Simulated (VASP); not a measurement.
# Mo (P6/mmm) in VASP: single point with PBEsol

Aim: the single point of Mo with PBEsol.

Program: VASP 6.6.1. These are calculated values, not measurements. Logs are shortened: lines on timing, memory, paths and dates and some standing lists are left out, and cuts for length are marked.

### Step 1. The cell of the first run

Symmetry: P6/mmm, No. 191, hexagonal system. The conventional cell has a = 2.742 Å, b = 2.742 Å, c = 2.492 Å, α = 90.00°, β = 90.00°, γ = 120.00°. Mo (site symmetry 6/mmm) has 8 Mo at 2.49 to 2.74 Å within 3.3 Å.

This isn't the form of Mo at room conditions, which is bcc.

### Step 2. Single point, PBEsol

Input file INCAR:

```
PREC = Accurate
ENCUT = 520
EDIFF = 1E-6
ISMEAR = 0
SIGMA = 0.15
LREAL = F
LASPH = T
NELM = 80
ALGO = Fast
ISIF = 2
LWAVE = F
LCHARG = F
GGA = PS
NBANDS = 36
```

Input file KPOINTS:

```
regular mesh
0
Gamma
  21 23 7
```

Input file POSCAR:

```
Mo
1.0
    1.3711677094     -2.3749321384      0.0000000000
    0.0000000000      0.0000000000     -2.4920710710
    8.2270062564      4.7498642767      0.0000000000
Mo
4
Direct
    0.0000000000      0.5000000000      0.0000000000
    0.5000000000      0.5000000000      0.2500000000
    0.0000000000      0.5000000000      0.5000000000
    0.5000000000      0.5000000000      0.7500000000
```

Potentials or basis: VASP PAW PBE potentials, release 64 (Mo_sv).

Command:

```
> cat potpaw_PBE.64/Mo_sv/POTCAR > POTCAR
> mpirun -np 1 vasp_std > vasp.out
```

OUTCAR:

```text
PREC = Accurate
   ENCUT = 520
   EDIFF = 1E-6
   ISMEAR = 0
   LREAL = F
   LASPH = T
   NELM = 80
   ISIF = 2
   GGA = PS

 ion  position               nearest neighbor table
   1  0.000  0.500  0.000-   4 2.74   2 2.74   2 2.74   4 2.74
   2  0.500  0.500  0.250-   1 2.74   3 2.74   1 2.74   3 2.74
   3  0.000  0.500  0.500-   2 2.74   4 2.74   2 2.74   4 2.74
   4  0.500  0.500  0.750-   3 2.74   1 2.74   1 2.74   3 2.74

  LATTYP: Found a simple orthorhombic cell.
 ALAT       =     2.4920710710
 B/A-ratio  =     1.1004242418
 C/A-ratio  =     3.8119813933

  Lattice vectors:

 A1 = (   0.0000000000,   0.0000000000,   2.4920710710)
 A2 = (   1.3711677094,  -2.3749321384,   0.0000000000)
 A3 = (   8.2270062564,   4.7498642767,   0.0000000000)

Analysis of symmetry for initial positions (statically):
=====================================================================
 Subroutine PRICEL returns following result:

  LATTYP: Found a hexagonal cell.
 ALAT       =     2.7423354188
 C/A-ratio  =     0.9087404312

  Lattice vectors:

 A1 = (   2.7423354188,  -0.0000000000,   0.0000000000)
 A2 = (  -1.3711677094,  -2.3749321384,   0.0000000000)
 A3 = (   0.0000000000,   0.0000000000,  -2.4920710710)

   4 primitive cells build up your supercell.

 Routine SETGRP: Setting up the symmetry group for a
 simple orthorhombic supercell.

 Subroutine GETGRP returns: Found  8 space group operations
 (whereof  8 operations were pure point group operations)
 out of a pool of  8 trial point group operations.

The static configuration has the point symmetry D_2h.

Analysis of symmetry for dynamics (positions and initial velocities):
=====================================================================
 Subroutine PRICEL returns following result:

  LATTYP: Found a hexagonal cell.
 ALAT       =     2.7423354188
 C/A-ratio  =     0.9087404312

  Lattice vectors:

 A1 = (   2.7423354188,  -0.0000000000,   0.0000000000)
 A2 = (  -1.3711677094,  -2.3749321384,   0.0000000000)
 A3 = (   0.0000000000,   0.0000000000,  -2.4920710710)

   4 primitive cells build up your supercell.

 Routine SETGRP: Setting up the symmetry group for a
 simple orthorhombic supercell.

 Subroutine GETGRP returns: Found  8 space group operations
 (whereof  8 operations were pure point group operations)
 out of a pool of  8 trial point group operations.

The dynamic configuration has the point symmetry D_2h.

 Subroutine INISYM returns: Found  8 space group operations
 (whereof  8 operations are pure point group operations),
 and found     4 'primitive' translations

----------------------------------------------------------------------------------------

                                     Primitive cell

  volume of cell :      16.2305

  direct lattice vectors                    reciprocal lattice vectors
     2.742335419 -0.000000000  0.000000000     0.364652695 -0.210532331  0.000000000
    -1.371167709 -2.374932138  0.000000000    -0.000000000 -0.421064663  0.000000000
     0.000000000  0.000000000 -2.492071071     0.000000000  0.000000000 -0.401272665

  length of vectors
     2.742335419  2.742335419  2.492071071     0.421064663  0.421064663  0.401272665

  position of ions in fractional coordinates (direct lattice)
     0.000000000  0.000000000  0.500000000

  ion indices of the primitive-cell ions
   primitive index   ion index
                 1           1

----------------------------------------------------------------------------------------

 KPOINTS: regular mesh

Automatic generation of k-mesh.
 Grid dimensions read from file:
 generate k-points for:   21   23    7

 Generating k-lattice:

  Cartesian coordinates                     Fractional coordinates (reciprocal lattice)
     0.008682207 -0.015038024  0.000000000     0.047619048  0.000000000  0.000000000
     0.000000000  0.000000000 -0.017446638     0.000000000  0.043478261  0.000000000
     0.013023311  0.007519012  0.000000000    -0.000000000  0.000000000  0.142857143

  Length of vectors
     0.017364414  0.017446638  0.015038024

  Shift w.r.t. Gamma in fractional coordinates (k-lattice)
     0.000000000  0.000000000  0.000000000

 Subroutine IBZKPT returns following result:
 ===========================================

 Found    528 irreducible k-points:

 Following reciprocal coordinates:
            Coordinates               Weight
  0.000000  0.000000  0.000000      1.000000
  0.047619  0.000000  0.000000      2.000000
  0.095238  0.000000  0.000000      2.000000
  0.142857  0.000000  0.000000      2.000000
  0.190476  0.000000  0.000000      2.000000
  0.238095  0.000000  0.000000      2.000000
[... 16 lines left out ...]
  0.000000  0.086957  0.000000      2.000000
  0.047619  0.086957  0.000000      4.000000
 [... further k-points ...]
   k-points           NKPTS =    528   k-points in BZ     NKDIM =    528   number of bands    NBANDS=     36
   number of dos      NEDOS =    301   number of ions     NIONS =      4
   total plane-waves  NPLWV =  28800
   dimension x,y,z NGX =    20 NGY =   20 NGZ =   72
   dimension x,y,z NGXF=    40 NGYF=   40 NGZF=  144
   ions per type =               4
   NGX,Y,Z   is equivalent  to a cutoff of  12.12, 13.34, 12.60 a.u.
   NGXF,Y,Z  is equivalent  to a cutoff of  24.25, 26.68, 25.20 a.u.
 SYSTEM =  unknown system
   PREC   = accura    normal or accurate (medium, high low for compatibility)
   ISTART =      0    job   : 0-new  1-cont  2-samecut
   ICHARG =      2    charge: 1-file 2-atom 10-const
   ISPIN  =      1    spin polarized calculation?
   LNONCOLLINEAR =      F non collinear calculations
   LSORBIT =      F    spin-orbit coupling
   LASPH  =      T    aspherical Exc in radial PAW
   ENCUT  =  520.0 eV  38.22 Ry    6.18 a.u.   5.10  4.63 17.66*2*pi/ulx,y,z
   NELM   =     80;   NELMIN=  2; NELMDL= -5     # of ELM steps
   EDIFF  = 0.1E-05   stopping-criterion for ELM
   LREAL  =      F    real-space projection
   EDIFFG = 0.1E-04   stopping-criterion for IOM
   NSW    =      0    number of steps for IOM
   IBRION =     -1    ionic relax: 0-MD 1-quasi-New 2-CG
   NFREE  =      0    steps in history (QN), initial steepest desc. (CG)
   ISIF   =      2    stress and relaxation
   ISYM   =      2    0-nonsym 1-usesym 2-fastsym
   POTIM  = 0.5000    time-step for ionic-motion
   TEBEG  =    0.0;   TEEND  =   0.0 temperature during run
   PSTRESS=    0.0 pullay stress
   NELECT =      56.0000    total number of electrons
   NUPDOWN=      -1.0000    fix difference up-down
   EMIN   =  10.00;   EMAX   =-10.00  energy-range for DOS
   EFERMI =   0.00;   METHOD = LEGACY
   ISMEAR =     0;   SIGMA  =   0.15  broadening in eV -4-tet -1-fermi 0-gaus
   EFERMI_NEDOS =   21; number of points for ismear=-14 and -15
   IALGO  =     68    algorithm
   IMIX   =      4    mixing-type and parameters
     AMIX     =   0.40;   BMIX     =  1.00
     AMIX_MAG =   1.60;   BMIX_MAG =  1.00
  volume/ion in A,a.u.               =      16.23       109.53
  Fermi-wavevector in a.u.,A,eV,Ry     =   1.558380  2.944912 33.042416  2.428549
  Thomas-Fermi vector in A             =   2.661893
   LORBIT       =      0    0 simple, 1 ext, 2 COOP (PROOUT), +10 PAW based schemes
   GGA     = PS    functional components
   LHFCALC =     F    Hartree Fock is set to
   AEXX    =    0.0000 exact exchange contribution
   IVDW    =     0    specifies the selected vdW correction
   LEPSILON=     F    determine dielectric tensor
   LRPA    =     F    only Hartree local field effects (RPA)
 non-spin polarized calculation
 RMM-DIIS sequential band-by-band and
 Gauss-broadening in eV      SIGMA  =   0.15
  energy-cutoff  :      520.00
  volume of cell :       64.92
 maximum number of plane-waves:      1780
   NGX = 11   NGY =  9   NGZ = 35

 number of electron      55.9999996 magnetization

 Free energy of the ion-electron system (eV)
  ---------------------------------------------------
  ext. energy  EPLUGINS =         0.00000000
  ---------------------------------------------------
  free energy    TOTEN  =       -43.51585555 eV

  energy without entropy =      -43.47594137  energy(sigma->0) =      -43.49589846

 E-fermi :  11.6841     XC(G=0): -13.2279

 val. band max:       11.6838848318   @ k =   0.0000   0.3478   0.0000
 cond. band min:      11.6856368289   @ k =   0.0952   0.3043   0.1429
 fundamental gap:      0.0017519971
 Fermi energy:        11.6840695504

 k-point     1 :       0.0000    0.0000    0.0000
  band No.  band energies     occupation
      1     -49.2304      2.00000
      2     -49.1208      2.00000
      3     -49.1208      2.00000
      4     -49.0086      2.00000
      5     -23.9042      2.00000
      6     -23.2431      2.00000
[... 28 lines left out ...]
     35      15.4459      0.00000
     36      15.7581      0.00000

 k-point     2 :       0.0476    0.0000    0.0000
  band No.  band energies     occupation
      1     -49.2268      2.00000
      2     -49.1183      2.00000
      3     -49.1183      2.00000
      4     -49.0074      2.00000
      5     -23.8948      2.00000
      6     -23.2495      2.00000
[... 28 lines left out ...]
     35      15.3915      0.00000
     36      15.7256      0.00000

 k-point     3 :       0.0952    0.0000    0.0000
  band No.  band energies     occupation
      1     -49.2162      2.00000
      2     -49.1111      2.00000
      3     -49.1111      2.00000
      4     -49.0039      2.00000
      5     -23.8670      2.00000
      6     -23.2712      2.00000
[... 28 lines left out ...]
     35      15.2443      0.00000
     36      15.6381      0.00000
[... 742 lines left out ...]
 k-point    23 :       0.0000    0.0870    0.0000
  band No.  band energies     occupation
      1     -49.2084      2.00000
      2     -49.0992      2.00000
      3     -49.0992      2.00000
      4     -48.9875      2.00000
      5     -23.8821      2.00000
      6     -23.2247      2.00000
[... 28 lines left out ...]
     35      14.9468      0.00000
     36      15.3365      0.00000

 k-point    24 :       0.0476    0.0870    0.0000
  band No.  band energies     occupation
      1     -49.2048      2.00000
      2     -49.0967      2.00000
      3     -49.0967      2.00000
      4     -48.9862      2.00000
      5     -23.8728      2.00000
      6     -23.2310      2.00000
[... 28 lines left out ...]
     35      14.8890      0.00000
     36      15.3000      0.00000

 [... further k-points ...]

------------------------ aborting loop because EDIFF is reached ----------------------------------------

  FORCE on cell =-STRESS in cart. coord.  units (eV):
  Direction    XX          YY          ZZ          XY          YZ          ZX
  --------------------------------------------------------------------------------------
  -------------------------------------------------------------------------------------
  Total        0.3822006      0.3956683      0.1773348     -0.0116634      0.0000000     -0.0000000
  in kB        9.4321283      9.7644929      4.3763525     -0.2878362      0.0000000     -0.0000000
  external PRESSURE =       7.8576579 kB  Pullay stress =       0.0000000 kB

 VOLUME and BASIS-vectors are now :
 -----------------------------------------------------------------------------
  energy-cutoff  :      520.00
  volume of cell :       64.92
      direct lattice vectors                 reciprocal lattice vectors
     1.371167709 -2.374932138  0.000000000     0.182326347 -0.315798497  0.000000000
     0.000000000  0.000000000 -2.492071071     0.000000000  0.000000000 -0.401272665
     8.227006256  4.749864277  0.000000000     0.091163174  0.052633083  0.000000000

 POSITION                                       TOTAL-FORCE (eV/Angst)
 -----------------------------------------------------------------------------------
      0.00000      0.00000     -1.24604        -0.000000     -0.000000     -0.000000
      2.74234     -0.00000     -1.24604         0.000000      0.000000     -0.000000
      4.11350      2.37493     -1.24604         0.000000      0.000000      0.000000
      6.85584      2.37493     -1.24604         0.000000     -0.000000      0.000000
 -----------------------------------------------------------------------------------
    total drift:                                0.000000      0.000000     -0.000000

  FREE ENERGIE OF THE ION-ELECTRON SYSTEM (eV)
  ---------------------------------------------------
  free  energy   TOTEN  =       -43.5158555477 eV

  energy  without entropy=      -43.4759413651  energy(sigma->0) =      -43.49589846
```

It took 8.1 min on 1 thread of Intel Xeon 6975P-C (Granite Rapids), shared host; peak memory 0.83 GiB.

Results:

| Property | Result |
| --- | --- |
| Free energy | -43.5159 eV |
| Pressure | 0.8 GPa |
| Band gap on the k mesh | zero (bands 28 and 29 overlap by 1.76 eV) |

Stress tensor (GPa, compression positive):
```
 0.94 -0.03  0.00
-0.03  0.98  0.00
 0.00  0.00  0.44
```

Caveat: the PAW data sets were made with another functional, which shifts forces and pressure a little.
